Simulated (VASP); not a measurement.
# TaN (P-62m) in VASP: further runs

Runs on TaN. Level: PBE. Tasks: electric field gradients.

All numbers are computed with VASP 6.6.1; they aren't measurements. Logs are shortened: lines on timing, memory, paths and dates and some standing lists are left out, and cuts for length are marked.

## 1. The cell of the first run

The structure is hexagonal, space group P-62m (No. 189). Conventional cell: a = 5.213 Å, b = 5.213 Å, c = 2.921 Å, α = 90.00°, β = 90.00°, γ = 120.00°. Ta (site symmetry -6) has 6 N at 2.17 Å and 5 Ta at 2.92 to 3.01 Å within 3.1 Å. Within 2.7 Å of Ta (site symmetry -62m) lie 3 N at 2.05 Å. Within 2.8 Å of N (site symmetry m2m) lie 5 Ta at 2.05 to 2.17 Å and 4 N at 2.78 Å.

## 2. Electric field gradients, PBE (11.46 Å³/atom)

INCAR

```
SYSTEM = TaN
PREC = Accurate
ENCUT = 520
EDIFF = 1E-8
ISMEAR = -1
SIGMA = 0.01
LREAL = .False.
LASPH = .True.
NELM = 100
ALGO = Normal
ISIF = 2
LWAVE = .False.
LCHARG = .False.
GGA = PE
LEFG = .True.
NBANDS = 33
```

KPOINTS

```
Automatic mesh
0
Gamma
  6 6 9
  0 0 0
```

POSCAR

```
TaN
1.0
    5.2132634551      0.0000000000      0.0000000000
   -2.6066317275      4.5148185887      0.0000000000
    0.0000000000      0.0000000000      2.9206711674
Ta N
3 3
Direct
    0.3333333333      0.6666666667      0.5000000000
    0.6666666667      0.3333333333      0.5000000000
    0.0000000000      0.0000000000      0.0000000000
    0.3928500000      0.0000000000      0.0000000000
    0.6071500000      0.6071500000      0.0000000000
    0.0000000000      0.3928500000      0.0000000000
```

Potentials or basis: VASP PAW PBE potentials, release 64 (Ta_pv, N).

On the command line:

```
cat potpaw_PBE.64/Ta_pv/POTCAR potpaw_PBE.64/N/POTCAR > POTCAR
mpirun -np 1 vasp_std > vasp.out
```

OUTCAR:

```text
SYSTEM = TaN
   PREC = Accurate
   ENCUT = 520
   EDIFF = 1E-8
   ISMEAR = -1
   LREAL = .False.
   LASPH = .True.
   NELM = 100
   ISIF = 2
   GGA = PE

 ion  position               nearest neighbor table
   1  0.333  0.667  0.500-   4 2.17   4 2.17   6 2.17   6 2.17   5 2.17   5 2.17   2 3.01   2 3.01
                             2 3.01   3 3.35   3 3.35   3 3.35   3 3.35   3 3.35   3 3.35
   2  0.667  0.333  0.500-   6 2.17   6 2.17   4 2.17   4 2.17   5 2.17   5 2.17   1 3.01   1 3.01
                             1 3.01   3 3.35   3 3.35   3 3.35   3 3.35   3 3.35   3 3.35
   3  0.000  0.000  0.000-   6 2.05   5 2.05   4 2.05   2 3.35   1 3.35   1 3.35   2 3.35   1 3.35
                             1 3.35   2 3.35   2 3.35   2 3.35   2 3.35   1 3.35   1 3.35
   4  0.393  0.000  0.000-   3 2.05   1 2.17   1 2.17   2 2.17   2 2.17
   5  0.607  0.607  0.000-   3 2.05   2 2.17   2 2.17   1 2.17   1 2.17
   6  0.000  0.393  0.000-   3 2.05   2 2.17   2 2.17   1 2.17   1 2.17

  LATTYP: Found a hexagonal cell.
 ALAT       =     5.2132634551
 C/A-ratio  =     0.5602385516

  Lattice vectors:

 A1 = (   5.2132634551,   0.0000000000,   0.0000000000)
 A2 = (  -2.6066317275,   4.5148185887,   0.0000000000)
 A3 = (   0.0000000000,   0.0000000000,   2.9206711674)

Analysis of symmetry for initial positions (statically):
=====================================================================
 Subroutine PRICEL returns:
 Original cell was already a primitive cell.

 Routine SETGRP: Setting up the symmetry group for a
 hexagonal supercell.

 Subroutine GETGRP returns: Found 12 space group operations
 (whereof 12 operations were pure point group operations)
 out of a pool of 24 trial point group operations.

The static configuration has the point symmetry D_3h.

Analysis of symmetry for dynamics (positions and initial velocities):
=====================================================================
 Subroutine PRICEL returns:
 Original cell was already a primitive cell.

 Routine SETGRP: Setting up the symmetry group for a
 hexagonal supercell.

 Subroutine GETGRP returns: Found 12 space group operations
 (whereof 12 operations were pure point group operations)
[... 166 lines left out ...]
  band No.  band energies     occupation
      1     -28.0165      2.00000
      2     -28.0165      2.00000
      3     -27.6734      2.00000
      4     -27.6734      2.00000
      5     -27.5087      2.00000
      6     -27.4064      2.00000
[... 853 lines left out ...]
     32      11.8775      0.00000
     33      13.2250      0.00000

 [... further k-points ...]

------------------------ aborting loop because EDIFF is reached ----------------------------------------

  FORCE on cell =-STRESS in cart. coord.  units (eV):
  Direction    XX          YY          ZZ          XY          YZ          ZX
  --------------------------------------------------------------------------------------
  -------------------------------------------------------------------------------------
  Total        1.1037557      1.1037557      0.8584379      0.0000000      0.0000000      0.0000000
  in kB       25.7247340     25.7247340     20.0072233      0.0000000      0.0000000      0.0000000
  external PRESSURE =      23.8188971 kB  Pullay stress =       0.0000000 kB

 VOLUME and BASIS-vectors are now :
 -----------------------------------------------------------------------------
  energy-cutoff  :      520.00
  volume of cell :       68.74
      direct lattice vectors                 reciprocal lattice vectors
     5.213263455  0.000000000  0.000000000     0.191818428  0.110746421  0.000000000
    -2.606631727  4.514818589  0.000000000     0.000000000  0.221492842  0.000000000
     0.000000000  0.000000000  2.920671167     0.000000000  0.000000000  0.342387055

 POSITION                                       TOTAL-FORCE (eV/Angst)
 -----------------------------------------------------------------------------------
     -0.00000      3.00988      1.46034         0.000000      0.000000     -0.000000
      2.60663      1.50494      1.46034         0.000000      0.000000     -0.000000
      0.00000      0.00000      0.00000         0.000000      0.000000     -0.000000
      2.04803      0.00000      0.00000         0.014588      0.000000      0.000000
      1.58262      2.74117      0.00000        -0.007294     -0.012633     -0.000000
     -1.02402      1.77365      0.00000        -0.007294      0.012633     -0.000000
 -----------------------------------------------------------------------------------
    total drift:                               -0.000002     -0.000003      0.000000

  FREE ENERGIE OF THE ION-ELECTRON SYSTEM (eV)
  ---------------------------------------------------
  free  energy   TOTEN  =       -67.4827744576 eV

  energy  without entropy=      -67.4820076764  energy(sigma->0) =      -67.48239107

 Electric field gradients (V/A^2)
---------------------------------------------------------------------
 ion       V_xx      V_yy      V_zz      V_xy      V_xz      V_yz
---------------------------------------------------------------------
   1      97.406    97.407  -194.813     0.001     0.000     0.000
   2      97.406    97.407  -194.813     0.001     0.000     0.000
   3     -84.918   -84.918   169.836    -0.001    -0.000     0.000
   4     -14.312     4.862     9.449    -0.001    -0.000     0.000
   5       0.069    -9.519     9.449    -8.304     0.000    -0.000
   6       0.069    -9.519     9.449     8.302    -0.000    -0.000
---------------------------------------------------------------------

 Electric field gradients after diagonalization (V/A^2)
 (convention: |V_zz| > |V_xx| > |V_yy|)
----------------------------------------------------------------------
 ion       V_xx      V_yy      V_zz     asymmetry (V_yy - V_xx)/ V_zz
----------------------------------------------------------------------
   1      97.407    97.406  -194.813       0.000
   2      97.407    97.406  -194.813       0.000
   3     -84.919   -84.917   169.836       0.000
   4       9.449     4.862   -14.312       0.321
   5       9.449     4.864   -14.313       0.320
   6       9.449     4.862   -14.312       0.321
----------------------------------------------------------------------

           NMR quadrupolar parameters

 Cq : quadrupolar parameter    Cq=e*Q*V_zz/h
 eta: asymmetry parameters     (V_yy - V_xx)/ V_zz
 Q  : nuclear electric quadrupole moment in mb (millibarn)
----------------------------------------------------------------------
 ion       Cq(MHz)       eta       Q (mb)
----------------------------------------------------------------------
   1      -0.471       0.000       1.000
   2      -0.471       0.000       1.000
   3       0.411       0.000       1.000
   4      -0.035       0.321       1.000
   5      -0.035       0.320       1.000
   6      -0.035       0.321       1.000
----------------------------------------------------------------------
```

OSZICAR:

```text
N       E                     dE             d eps       ncg     rms          rms(c)
DAV:   1     0.447888914652E+03    0.44789E+03   -0.26070E+04  2310   0.152E+03
DAV:   2    -0.475389011728E+02   -0.49543E+03   -0.47182E+03  2653   0.448E+02
DAV:   3    -0.768234583955E+02   -0.29285E+02   -0.28796E+02  2838   0.106E+02
DAV:   4    -0.774056337930E+02   -0.58218E+00   -0.57897E+00  2876   0.146E+01
DAV:   5    -0.774192590462E+02   -0.13625E-01   -0.13612E-01  3010   0.177E+00    0.427E+01
DAV:   6    -0.677104920893E+02    0.97088E+01   -0.49317E+01  2898   0.375E+01    0.177E+01
DAV:   7    -0.675525029906E+02    0.15799E+00   -0.25236E+00  2827   0.851E+00    0.106E+01
DAV:   8    -0.675009500857E+02    0.51553E-01   -0.40377E-01  2802   0.379E+00    0.110E+00
DAV:   9    -0.674834956492E+02    0.17454E-01   -0.48388E-02  2953   0.145E+00    0.379E-01
DAV:  10    -0.674829310404E+02    0.56461E-03   -0.11465E-02  2857   0.546E-01    0.205E-01
DAV:  11    -0.674828393919E+02    0.91649E-04   -0.25265E-03  3031   0.310E-01    0.554E-02
DAV:  12    -0.674827742744E+02    0.65117E-04   -0.28282E-04  2873   0.984E-02    0.203E-02
DAV:  13    -0.674827746008E+02   -0.32641E-06   -0.25714E-05  2918   0.284E-02    0.508E-03
DAV:  14    -0.674827746888E+02   -0.87953E-07   -0.12937E-06  2913   0.754E-03    0.194E-03
DAV:  15    -0.674827744395E+02    0.24930E-06   -0.15616E-07  3178   0.280E-03    0.535E-04
DAV:  16    -0.674827744534E+02   -0.13902E-07   -0.68809E-09  1718   0.627E-04    0.262E-04
DAV:  17    -0.674827744576E+02   -0.42287E-08   -0.57382E-09  1531   0.390E-04
   1 F= -.67482774E+02 E0= -.67482391E+02  d E =-.766781E-03
```

stdout:

```text
POSCAR found type information on POSCAR TaN
 POSCAR found :  2 types and       6 ions
 scaLAPACK will be used
 LDA part: xc-table for (Slater+PW92), standard interpolation
 POSCAR, INCAR and KPOINTS ok, starting setup
 FFT: planning ... GRIDC
 FFT: planning ... GRID_SOFT
 FFT: planning ... GRID
 WAVECAR not read
 entering main loop
ion   1

ion   2

ion   3

ion   4

ion   5

ion   6
```

It took 1.9 min on 1 thread of Intel Xeon 8259CL, shared host; peak memory 0.22 GiB.

Results:

```yaml
Free_energy: -67.4828 eV
Pressure: 2.4 GPa
Largest_force: 0.015 eV/Å
Band_gap_on_the_k_mesh: zero (bands 24 and 25 overlap by 3.04 eV)
Largest_electric_field_gradient_by_atom: Ta -194.8, +169.8 (each value once); N -14.3 V/Å²
```

Forces on the atoms (eV/Å):
```
Ta   0.000  0.000  0.000
Ta   0.000  0.000  0.000
Ta   0.000  0.000  0.000
N    0.015  0.000  0.000
N   -0.007 -0.013  0.000
N   -0.007  0.013  0.000
```

Stress tensor (GPa, compression positive):
```
2.57 0.00 0.00
0.00 2.57 0.00
0.00 0.00 2.00
```

Levels at points of the mesh, in eV from the Fermi level:
| k point | band 20 | band 21 | band 22 | band 23 | band 24 | band 25 | band 26 | band 27 | band 28 | band 29 |
| --- | --- | --- | --- | --- | --- | --- | --- | --- | --- | --- |
| (0.00, 0.00, 0.00) | -4.95 | -4.20 | -3.29 | -1.87 | -0.88 | -0.88 | 0.62 | 0.62 | 1.84 | 1.91 |
| (0.50, 0.00, 0.00) | -4.54 | -3.84 | -3.81 | -2.79 | -2.57 | 1.21 | 1.81 | 1.93 | 2.41 | 2.43 |

Electric field gradients, principal values (V/Å²):
| atom | least | middle | greatest (by size) |
| --- | --- | --- | --- |
| 1 Ta | 97.406 | 97.407 | -194.813 |
| 2 Ta | 97.406 | 97.407 | -194.813 |
| 3 Ta | -84.917 | -84.919 | 169.836 |
| 4 N | 4.862 | 9.449 | -14.312 |
| 5 N | 4.864 | 9.449 | -14.313 |
| 6 N | 4.862 | 9.449 | -14.312 |

Caveat: without QUAD_EFG the Cq values of the log hold for a quadrupole moment of 1 mb, not for the nuclei; spin-orbit coupling is left out, which moves the levels of the heavy elements.

## 3. Electric field gradients, PBE (11.80 Å³/atom)

This run uses another cell than the first one, of 11.80 Å³/atom.

INCAR

```
SYSTEM = TaN
  ALGO = Normal
  EDIFF = 1E-8
  ENCUT = 520
  GGA = PE
  ISIF = 2
  ISMEAR = -1
  LASPH = .True.
  LCHARG = .False.
  LEFG = .True.
  LREAL = .False.
  LWAVE = .False.
  NBANDS = 33
  NELM = 100
  PREC = Accurate
  SIGMA = 0.01
```

KPOINTS

```
k-points
0
Gamma
  6 6 9
  0 0 0
```

POSCAR: that of step 2 with these lines changed.

```diff
@@ -2,5 +2,5 @@
 1.0
-    5.2132634551      0.0000000000      0.0000000000
-   -2.6066317275      4.5148185887      0.0000000000
-    0.0000000000      0.0000000000      2.9206711674
+    5.2643771406      0.0000000000      0.0000000000
+   -2.6321885702      4.5590843388      0.0000000000
+    0.0000000000      0.0000000000      2.9493070245
 Ta N
```

Potentials or basis: VASP PAW PBE potentials, release 64 (Ta_pv, N).

On the command line:

```
cat potpaw_PBE.64/Ta_pv/POTCAR potpaw_PBE.64/N/POTCAR > POTCAR
mpirun -np 1 vasp_std > vasp.out
```

OUTCAR:

```text
SYSTEM = TaN
   EDIFF = 1E-8
   ENCUT = 520
   GGA = PE
   ISIF = 2
   ISMEAR = -1
   LASPH = .True.
   LREAL = .False.
   NELM = 100
   PREC = Accurate

 ion  position               nearest neighbor table
   1  0.333  0.667  0.500-   4 2.19   4 2.19   6 2.19   6 2.19   5 2.19   5 2.19   2 3.04   2 3.04
                             2 3.04   3 3.38   3 3.38   3 3.38   3 3.38   3 3.38   3 3.38
   2  0.667  0.333  0.500-   6 2.19   6 2.19   4 2.19   4 2.19   5 2.19   5 2.19   1 3.04   1 3.04
                             1 3.04   3 3.38   3 3.38   3 3.38   3 3.38   3 3.38   3 3.38
   3  0.000  0.000  0.000-   6 2.07   5 2.07   4 2.07   2 3.38   1 3.38   1 3.38   2 3.38   1 3.38
                             1 3.38   2 3.38   2 3.38   2 3.38   2 3.38   1 3.38   1 3.38
   4  0.393  0.000  0.000-   3 2.07   1 2.19   1 2.19   2 2.19   2 2.19
   5  0.607  0.607  0.000-   3 2.07   2 2.19   2 2.19   1 2.19   1 2.19
   6  0.000  0.393  0.000-   3 2.07   2 2.19   2 2.19   1 2.19   1 2.19

  LATTYP: Found a hexagonal cell.
 ALAT       =     5.2643771406
 C/A-ratio  =     0.5602385516

  Lattice vectors:

 A1 = (   5.2643771406,   0.0000000000,   0.0000000000)
 A2 = (  -2.6321885702,   4.5590843388,   0.0000000000)
 A3 = (   0.0000000000,   0.0000000000,   2.9493070245)

Analysis of symmetry for initial positions (statically):
=====================================================================
 Subroutine PRICEL returns:
 Original cell was already a primitive cell.

 Routine SETGRP: Setting up the symmetry group for a
 hexagonal supercell.

 Subroutine GETGRP returns: Found 12 space group operations
 (whereof 12 operations were pure point group operations)
 out of a pool of 24 trial point group operations.
[... 1050 lines left out ...]
  Total       -2.7130669     -2.7130669     -3.2176451     -0.0000000      0.0000000      0.0000000
  in kB      -61.4082156    -61.4082156    -72.8289610     -0.0000000      0.0000000      0.0000000
  external PRESSURE =     -65.2151307 kB  Pullay stress =       0.0000000 kB

 VOLUME and BASIS-vectors are now :
 -----------------------------------------------------------------------------
  energy-cutoff  :      520.00
  volume of cell :       70.79
      direct lattice vectors                 reciprocal lattice vectors
     5.264377141  0.000000000  0.000000000     0.189955995  0.109671145  0.000000000
    -2.632188570  4.559084339  0.000000000     0.000000000  0.219342290  0.000000000
     0.000000000  0.000000000  2.949307024     0.000000000  0.000000000  0.339062699

 POSITION                                       TOTAL-FORCE (eV/Angst)
 -----------------------------------------------------------------------------------
     -0.00000      3.03939      1.47465         0.000000     -0.000000      0.000000
      2.63219      1.51969      1.47465         0.000000     -0.000000      0.000000
      0.00000      0.00000      0.00000         0.000000     -0.000000      0.000000
      2.06811      0.00000      0.00000        -0.107601     -0.000000     -0.000000
      1.59813      2.76805      0.00000         0.053801      0.093185      0.000000
     -1.03406      1.79104      0.00000         0.053801     -0.093185      0.000000
 -----------------------------------------------------------------------------------
    total drift:                               -0.000001     -0.000002      0.000001

  FREE ENERGIE OF THE ION-ELECTRON SYSTEM (eV)
  ---------------------------------------------------
  free  energy   TOTEN  =       -67.4565192937 eV

  energy  without entropy=      -67.4556788863  energy(sigma->0) =      -67.45609909

 Electric field gradients (V/A^2)
---------------------------------------------------------------------
 ion       V_xx      V_yy      V_zz      V_xy      V_xz      V_yz
---------------------------------------------------------------------
   1      92.377    92.377  -184.754     0.000     0.000    -0.000
   2      92.377    92.377  -184.754     0.000     0.000    -0.000
   3     -78.454   -78.455   156.909    -0.000     0.000     0.000
   4     -14.540     4.942     9.598    -0.001    -0.000     0.000
   5       0.072    -9.670     9.598    -8.437     0.000    -0.000
   6       0.072    -9.670     9.598     8.436    -0.000     0.000
---------------------------------------------------------------------

 Electric field gradients after diagonalization (V/A^2)
 (convention: |V_zz| > |V_xx| > |V_yy|)
----------------------------------------------------------------------
 ion       V_xx      V_yy      V_zz     asymmetry (V_yy - V_xx)/ V_zz
----------------------------------------------------------------------
   1      92.377    92.376  -184.754       0.000
   2      92.377    92.376  -184.754       0.000
   3     -78.455   -78.454   156.909       0.000
   4       9.598     4.942   -14.540       0.320
   5       9.598     4.943   -14.541       0.320
   6       9.598     4.942   -14.540       0.320
----------------------------------------------------------------------

           NMR quadrupolar parameters

 Cq : quadrupolar parameter    Cq=e*Q*V_zz/h
 eta: asymmetry parameters     (V_yy - V_xx)/ V_zz
 Q  : nuclear electric quadrupole moment in mb (millibarn)
----------------------------------------------------------------------
 ion       Cq(MHz)       eta       Q (mb)
----------------------------------------------------------------------
   1      -0.447       0.000       1.000
   2      -0.447       0.000       1.000
   3       0.379       0.000       1.000
   4      -0.035       0.320       1.000
   5      -0.035       0.320       1.000
   6      -0.035       0.320       1.000
----------------------------------------------------------------------
```

OSZICAR:

```text
N       E                     dE             d eps       ncg     rms          rms(c)
DAV:   1     0.438552387289E+03    0.43855E+03   -0.26044E+04  2310   0.152E+03
DAV:   2    -0.489172996772E+02   -0.48747E+03   -0.46446E+03  2705   0.444E+02
DAV:   3    -0.768724729585E+02   -0.27955E+02   -0.27482E+02  2802   0.102E+02
DAV:   4    -0.774576454563E+02   -0.58517E+00   -0.58197E+00  2899   0.146E+01
DAV:   5    -0.774710715976E+02   -0.13426E-01   -0.13414E-01  2947   0.177E+00    0.403E+01
DAV:   6    -0.677149542834E+02    0.97561E+01   -0.51054E+01  2968   0.374E+01    0.166E+01
DAV:   7    -0.675300365072E+02    0.18492E+00   -0.27797E+00  2870   0.863E+00    0.100E+01
DAV:   8    -0.674783328338E+02    0.51704E-01   -0.47971E-01  2777   0.402E+00    0.115E+00
DAV:   9    -0.674573308509E+02    0.21002E-01   -0.58225E-02  2929   0.152E+00    0.404E-01
DAV:  10    -0.674567115427E+02    0.61931E-03   -0.14149E-02  2926   0.583E-01    0.212E-01
DAV:  11    -0.674566194092E+02    0.92134E-04   -0.33608E-03  2992   0.348E-01    0.672E-02
DAV:  12    -0.674565191714E+02    0.10024E-03   -0.40070E-04  2913   0.113E-01    0.229E-02
DAV:  13    -0.674565194507E+02   -0.27927E-06   -0.43404E-05  3043   0.352E-02    0.570E-03
DAV:  14    -0.674565195450E+02   -0.94279E-07   -0.19283E-06  2969   0.895E-03    0.230E-03
DAV:  15    -0.674565192716E+02    0.27336E-06   -0.17423E-07  3105   0.301E-03    0.772E-04
DAV:  16    -0.674565192864E+02   -0.14768E-07   -0.10291E-08  1827   0.767E-04    0.361E-04
DAV:  17    -0.674565192937E+02   -0.73192E-08   -0.16093E-08  1971   0.571E-04
   1 F= -.67456519E+02 E0= -.67456099E+02  d E =-.840407E-03
```

stdout:

```text
POSCAR found type information on POSCAR TaN
 POSCAR found :  2 types and       6 ions
 scaLAPACK will be used
 LDA part: xc-table for (Slater+PW92), standard interpolation
 POSCAR, INCAR and KPOINTS ok, starting setup
 FFT: planning ... GRIDC
 FFT: planning ... GRID_SOFT
 FFT: planning ... GRID
 WAVECAR not read
 entering main loop
ion   1

ion   2

ion   3

ion   4

ion   5

ion   6
```

Run time: 94 s. Hardware: 1 thread of Intel Xeon 8259CL, shared host; peak memory 0.22 GiB.

Results:

```yaml
Free_energy: -67.4565 eV
Pressure: -6.5 GPa
Largest_force: 0.108 eV/Å
Band_gap_on_the_k_mesh: zero (bands 24 and 25 overlap by 2.95 eV)
Largest_electric_field_gradient_by_atom: Ta -184.8, +156.9 (each value once); N -14.5 V/Å²
```

Forces on the atoms (eV/Å):
```
Ta   0.000  0.000  0.000
Ta   0.000  0.000  0.000
Ta   0.000  0.000  0.000
N   -0.108  0.000  0.000
N    0.054  0.093  0.000
N    0.054 -0.093  0.000
```

Electric field gradients, principal values (V/Å²):
```tsv
atom	least	middle	greatest (by size)
1 Ta	92.376	92.377	-184.754
2 Ta	92.376	92.377	-184.754
3 Ta	-78.454	-78.455	156.909
4 N	4.942	9.598	-14.540
5 N	4.943	9.598	-14.541
6 N	4.942	9.598	-14.540
```

Caveat: the cell stands under tension; without QUAD_EFG the Cq values of the log hold for a quadrupole moment of 1 mb, not for the nuclei; spin-orbit coupling is left out, which moves the levels of the heavy elements.
